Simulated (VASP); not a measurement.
# Hf (P6_3/mmc) in VASP: a series of runs, part 2 of 2

VASP 6.6.1. The steps go on from the part before.

### 4 Single point, PBEsol (20.74 Å³/atom)

This run uses another cell than the first one, of 20.74 Å³/atom.

File INCAR:

```
SYSTEM = Hf
PREC     = Accurate       ! precision mode
ENCUT    = 520            ! plane-wave cutoff, eV
EDIFF    = 1E-7           ! SCF threshold, eV
ISMEAR   = 0              ! smearing method
SIGMA    = 0.05           ! smearing width, eV
LREAL    = .False.        ! projectors in reciprocal space
LASPH    = .True.         ! aspherical terms in the spheres
NELM     = 100            ! most SCF steps
ALGO     = Fast           ! electronic algorithm
ISIF     = 2              ! what is computed and relaxed
LWAVE    = .False.        ! write WAVECAR
LCHARG   = .True.         ! write CHGCAR
GGA      = PS             ! functional
LELF     = .True.         ! ELF
LVHAR    = .True.       
NBANDS   = 17             ! bands
```

File KPOINTS:

```
regular mesh
0
Gamma
  16 16 10
  0 0 0
```

File POSCAR:

```
Hf
1.0
    3.1144107959      0.0000000000      0.0000000000
   -1.5572053980      2.6971588670      0.0000000000
    0.0000000000      0.0000000000      4.9377226680
Hf
2
Direct
    0.3333333333      0.6666666667      0.2500000000
    0.6666666667      0.3333333333      0.7500000000
```

Potentials or basis: VASP PAW PBE potentials, release 64 (Hf_pv).

Command:

```console
cat potpaw_PBE.64/Hf_pv/POTCAR > POTCAR
mpirun -np 1 vasp_std > vasp.out
```

OUTCAR:

```text
SYSTEM = Hf
   PREC = Accurate
   ENCUT = 520
   EDIFF = 1E-7
   ISMEAR = 0
   LREAL = .False.
   LASPH = .True.
   NELM = 100
   ISIF = 2
   GGA = PS

 ion  position               nearest neighbor table
   1  0.333  0.667  0.250-   2 3.05   2 3.05   2 3.05   2 3.05   2 3.05   2 3.05
   2  0.667  0.333  0.750-   1 3.05   1 3.05   1 3.05   1 3.05   1 3.05   1 3.05

  LATTYP: Found a hexagonal cell.
 ALAT       =     3.1144107959
 C/A-ratio  =     1.5854436012

  Lattice vectors:

 A1 = (   3.1144107959,   0.0000000000,   0.0000000000)
 A2 = (  -1.5572053980,   2.6971588670,   0.0000000000)
 A3 = (   0.0000000000,   0.0000000000,   4.9377226680)

Analysis of symmetry for initial positions (statically):
=====================================================================
 Subroutine PRICEL returns:
 Original cell was already a primitive cell.

 Routine SETGRP: Setting up the symmetry group for a
 hexagonal supercell.

 Subroutine GETGRP returns: Found 24 space group operations
 (whereof 12 operations were pure point group operations)
 out of a pool of 24 trial point group operations.

The static configuration has the point symmetry D_3d.
 The point group associated with its full space group is D_6h.

Analysis of symmetry for dynamics (positions and initial velocities):
=====================================================================
 Subroutine PRICEL returns:
 Original cell was already a primitive cell.

 Routine SETGRP: Setting up the symmetry group for a
 hexagonal supercell.

 Subroutine GETGRP returns: Found 24 space group operations
 (whereof 12 operations were pure point group operations)
 out of a pool of 24 trial point group operations.

The dynamic configuration has the point symmetry D_3d.
 The point group associated with its full space group is D_6h.

 Subroutine INISYM returns: Found 24 space group operations
 (whereof 12 operations are pure point group operations),
 and found     1 'primitive' translations

----------------------------------------------------------------------------------------

                                     Primitive cell

  volume of cell :      41.4772

  direct lattice vectors                    reciprocal lattice vectors
     3.114410796  0.000000000  0.000000000     0.321088021  0.185380256  0.000000000
    -1.557205398  2.697158867  0.000000000     0.000000000  0.370760511  0.000000000
     0.000000000  0.000000000  4.937722668     0.000000000  0.000000000  0.202522512

  length of vectors
     3.114410796  3.114410796  4.937722668     0.370760511  0.370760511  0.202522512

  position of ions in fractional coordinates (direct lattice)
     0.333333333  0.666666667  0.250000000
     0.666666667  0.333333333  0.750000000

  ion indices of the primitive-cell ions
   primitive index   ion index
                 1           1
                 2           2

----------------------------------------------------------------------------------------

 KPOINTS: regular mesh

Automatic generation of k-mesh.
 Grid dimensions read from file:
 generate k-points for:   16   16   10

 Generating k-lattice:

  Cartesian coordinates                     Fractional coordinates (reciprocal lattice)
     0.020068001  0.011586266  0.000000000     0.062500000  0.000000000  0.000000000
     0.000000000  0.023172532  0.000000000     0.000000000  0.062500000  0.000000000
     0.000000000  0.000000000  0.020252251     0.000000000  0.000000000  0.100000000

  Length of vectors
     0.023172532  0.023172532  0.020252251

  Shift w.r.t. Gamma in fractional coordinates (k-lattice)
     0.000000000  0.000000000  0.000000000

 Subroutine IBZKPT returns following result:
 ===========================================

 Found    180 irreducible k-points:

 Following reciprocal coordinates:
            Coordinates               Weight
  0.000000  0.000000  0.000000      1.000000
  0.062500  0.000000  0.000000      6.000000
  0.125000  0.000000  0.000000      6.000000
  0.187500 -0.000000  0.000000      6.000000
  0.250000  0.000000  0.000000      6.000000
  0.312500 -0.000000  0.000000      6.000000
[... 16 lines left out ...]
  0.187500  0.187500  0.000000      6.000000
  0.250000  0.187500  0.000000     12.000000
 [... further k-points ...]
   k-points           NKPTS =    180   k-points in BZ     NKDIM =    180   number of bands    NBANDS=     17
   number of dos      NEDOS =    301   number of ions     NIONS =      2
   total plane-waves  NPLWV =  23040
   dimension x,y,z NGX =    24 NGY =   24 NGZ =   40
   dimension x,y,z NGXF=    48 NGYF=   48 NGZF=   80
   ions per type =               2
   NGX,Y,Z   is equivalent  to a cutoff of  12.81, 12.81, 13.47 a.u.
   NGXF,Y,Z  is equivalent  to a cutoff of  25.62, 25.62, 26.93 a.u.
 SYSTEM =  Hf
   PREC   = accura    normal or accurate (medium, high low for compatibility)
   ISTART =      0    job   : 0-new  1-cont  2-samecut
   ICHARG =      2    charge: 1-file 2-atom 10-const
   ISPIN  =      1    spin polarized calculation?
   LNONCOLLINEAR =      F non collinear calculations
   LSORBIT =      F    spin-orbit coupling
   LASPH  =      T    aspherical Exc in radial PAW
   ENCUT  =  520.0 eV  38.22 Ry    6.18 a.u.   5.79  5.79  9.18*2*pi/ulx,y,z
   NELM   =    100;   NELMIN=  2; NELMDL= -5     # of ELM steps
   EDIFF  = 0.1E-06   stopping-criterion for ELM
   LREAL  =      F    real-space projection
   EDIFFG = 0.1E-05   stopping-criterion for IOM
   NSW    =      0    number of steps for IOM
   IBRION =     -1    ionic relax: 0-MD 1-quasi-New 2-CG
   NFREE  =      0    steps in history (QN), initial steepest desc. (CG)
   ISIF   =      2    stress and relaxation
   ISYM   =      2    0-nonsym 1-usesym 2-fastsym
   POTIM  = 0.5000    time-step for ionic-motion
   TEBEG  =    0.0;   TEEND  =   0.0 temperature during run
   PSTRESS=    0.0 pullay stress
   NELECT =      20.0000    total number of electrons
   NUPDOWN=      -1.0000    fix difference up-down
   EMIN   =  10.00;   EMAX   =-10.00  energy-range for DOS
   EFERMI =   0.00;   METHOD = LEGACY
   ISMEAR =     0;   SIGMA  =   0.05  broadening in eV -4-tet -1-fermi 0-gaus
   EFERMI_NEDOS =   21; number of points for ismear=-14 and -15
   IALGO  =     68    algorithm
   IMIX   =      4    mixing-type and parameters
     AMIX     =   0.40;   BMIX     =  1.00
     AMIX_MAG =   1.60;   BMIX_MAG =  1.00
  volume/ion in A,a.u.               =      20.74       139.95
  Fermi-wavevector in a.u.,A,eV,Ry     =   1.283754  2.425943 22.422730  1.648024
  Thomas-Fermi vector in A             =   2.415988
   LORBIT       =      0    0 simple, 1 ext, 2 COOP (PROOUT), +10 PAW based schemes
   GGA     = PS    functional components
   LHFCALC =     F    Hartree Fock is set to
   AEXX    =    0.0000 exact exchange contribution
   IVDW    =     0    specifies the selected vdW correction
   LEPSILON=     F    determine dielectric tensor
   LRPA    =     F    only Hartree local field effects (RPA)
 non-spin polarized calculation
 RMM-DIIS sequential band-by-band and
 Gauss-broadening in eV      SIGMA  =   0.05
  energy-cutoff  :      520.00
  volume of cell :       41.48
 maximum number of plane-waves:      1140
 NGX is ok and might be reduce to    24
   NGX = 11   NGY = 11   NGZ = 19

 number of electron      19.9999998 magnetization

 Free energy of the ion-electron system (eV)
  ---------------------------------------------------
  ext. energy  EPLUGINS =         0.00000000
  ---------------------------------------------------
  free energy    TOTEN  =       -20.98516097 eV

  energy without entropy =      -20.98314752  energy(sigma->0) =      -20.98415424

 E-fermi :   5.3016     XC(G=0): -11.7426

 val. band max:        5.3014654449   @ k =   0.3750   0.2500   0.3000
 cond. band min:       5.3038368890   @ k =   0.3750   0.2500   0.4000
 fundamental gap:      0.0023714441
 Fermi energy:         5.3016404124

 k-point     1 :       0.0000    0.0000    0.0000
  band No.  band energies     occupation
      1     -25.7000      2.00000
      2     -24.7395      2.00000
      3     -24.7395      2.00000
      4     -24.5826      2.00000
      5     -24.5782      2.00000
      6     -24.5782      2.00000
[... 9 lines left out ...]
     16       8.0899      0.00000
     17      11.0398      0.00000
[... 441 lines left out ...]
 k-point    24 :       0.2500    0.1875    0.0000
  band No.  band energies     occupation
      1     -25.3134      2.00000
      2     -25.2923      2.00000
      3     -25.2174      2.00000
      4     -24.9632      2.00000
      5     -24.7997      2.00000
      6     -24.7895      2.00000
[... 9 lines left out ...]
     16      11.7551      0.00000
     17      11.7699      0.00000

 [... further k-points ...]

------------------------ aborting loop because EDIFF is reached ----------------------------------------

  FORCE on cell =-STRESS in cart. coord.  units (eV):
  Direction    XX          YY          ZZ          XY          YZ          ZX
  --------------------------------------------------------------------------------------
  -------------------------------------------------------------------------------------
  Total        1.1955572      1.1955572      1.1268399     -0.0000000      0.0000000     -0.0000000
  in kB       46.1819023     46.1819023     43.5274938     -0.0000000      0.0000000     -0.0000000
  external PRESSURE =      45.2970995 kB  Pullay stress =       0.0000000 kB

 VOLUME and BASIS-vectors are now :
 -----------------------------------------------------------------------------
  energy-cutoff  :      520.00
  volume of cell :       41.48
      direct lattice vectors                 reciprocal lattice vectors
     3.114410796  0.000000000  0.000000000     0.321088021  0.185380256  0.000000000
    -1.557205398  2.697158867  0.000000000     0.000000000  0.370760511  0.000000000
     0.000000000  0.000000000  4.937722668     0.000000000  0.000000000  0.202522512

 POSITION                                       TOTAL-FORCE (eV/Angst)
 -----------------------------------------------------------------------------------
     -0.00000      1.79811      1.23443         0.000000      0.000000      0.000000
      1.55721      0.89905      3.70329        -0.000000      0.000000      0.000000
 -----------------------------------------------------------------------------------
    total drift:                                0.000000     -0.000000      0.000000

  FREE ENERGIE OF THE ION-ELECTRON SYSTEM (eV)
  ---------------------------------------------------
  free  energy   TOTEN  =       -20.9851609667 eV

  energy  without entropy=      -20.9831475211  energy(sigma->0) =      -20.98415424
```

Run time: 2.3 min. Hardware: 1 thread of Intel Xeon 8259CL, shared host; peak memory 0.24 GiB.

Results:

```yaml
Free_energy: -20.9852 eV
Pressure: 4.5 GPa
Band_gap_on_the_k_mesh: zero (bands 10 and 11 overlap by 1.59 eV)
```

Stress tensor (GPa, compression positive):
```
4.62 0.00 0.00
0.00 4.62 0.00
0.00 0.00 4.35
```

Caveat: the cell stands under pressure; the PAW data sets were made with another functional, which shifts forces and pressure a little; spin-orbit coupling is left out, which moves the levels of the heavy elements.

### 5 Single point, PBEsol (17.28 Å³/atom)

This run uses another cell than the first one, of 17.28 Å³/atom.

File INCAR:

```
SYSTEM = Hf
ALGO = Normal ; EDIFF = 1E-6
ENCUT = 520 ; GGA = PS
ISIF = 2 ; ISMEAR = 0
LASPH = .TRUE. ; LCHARG = .FALSE.
LREAL = .FALSE. ; LWAVE = .FALSE.
NBANDS = 17 ; NELM = 80
PREC = Accurate ; SIGMA = 0.05
```

File KPOINTS:

```
k-points
0
G
  18 18 10
  0 0 0
```

File POSCAR:

```
Hf
1.0
    2.9164230656      0.0000000000      0.0000000000
   -1.4582115328      2.5256964630      0.0000000000
    0.0000000000      0.0000000000      4.6924125893
Hf
2
Direct
    0.3333333333      0.6666666667      0.2500000000
    0.6666666667      0.3333333333      0.7500000000
```

Command:

```console
cat potpaw_PBE.64/Hf_pv/POTCAR > POTCAR
mpirun -np 1 vasp_std > vasp.out
```

Wall time 1.9 min (1 thread of Intel Xeon 8259CL, shared host); peak memory 0.24 GiB.

It converged, with:

| Property | Result |
| --- | --- |
| Free energy | -20.1834 eV |
| Pressure | 36.2 GPa |
| Band gap on the k mesh | zero (bands 10 and 11 overlap by 1.65 eV) |

Stress tensor (GPa, compression positive):
```
36.23  0.00  0.00
 0.00 36.23  0.00
 0.00  0.00 36.01
```

Levels at points of the mesh, in eV from the Fermi level:
```
           k point  band 6  band 7  band 8  band 9  band 10  band 11  band 12  band 13  band 14  band 15
(0.00, 0.00, 0.00)  -29.22   -8.20   -4.66    1.17     1.17     1.31     1.78     2.26     2.26     3.31
(0.50, 0.00, 0.00)  -29.44   -3.91   -3.83   -3.23    -0.02     0.75     1.13     2.11     7.91     8.48
(0.00, 0.00, 0.50)  -29.35   -5.77   -5.77   -0.03    -0.03     1.07     1.07     1.07     1.07     6.18
(0.50, 0.00, 0.50)  -29.67   -4.39   -4.39   -1.69    -1.69     2.41     2.41     3.29     3.29     7.95
```

Caveat: the cell stands under pressure; the PAW data sets were made with another functional, which shifts forces and pressure a little; spin-orbit coupling is left out, which moves the levels of the heavy elements.

### 6 Summary

| cell | k mesh | gap on the mesh (eV) | pressure (GPa) |
| --- | --- | --- | --- |
| a = 3.068, b = 3.068, c = 4.877 Å, angles 90.0, 90.0, 120.0°, 2 atoms | 16 × 16 × 10 | none | 10.5 |
| a = 2.859, b = 2.859, c = 4.639 Å, angles 90.0, 90.0, 120.0°, 2 atoms | 18 × 18 × 10 | none | 48.3 |
| a = 3.114, b = 3.114, c = 4.938 Å, angles 90.0, 90.0, 120.0°, 2 atoms | 16 × 16 × 10 | none | 4.5 |
| a = 2.916, b = 2.916, c = 4.692 Å, angles 90.0, 90.0, 120.0°, 2 atoms | 18 × 18 × 10 | none | 36.2 |

Alike in all rows: task single point; level PBEsol; potentials or basis VASP PAW PBE potentials, release 64 (Hf_pv); no spin polarisation; cutoff (eV) 520; smearing gaussian 0.05 eV.

Caveats: the cell stands under pressure; the PAW data sets were made with another functional, which shifts forces and pressure a little; spin-orbit coupling is left out, which moves the levels of the heavy elements.

Absolute energies hang on the potentials; compare differences alone.

The gap in the log of VASP goes by the Fermi energy; the results here count the filled bands.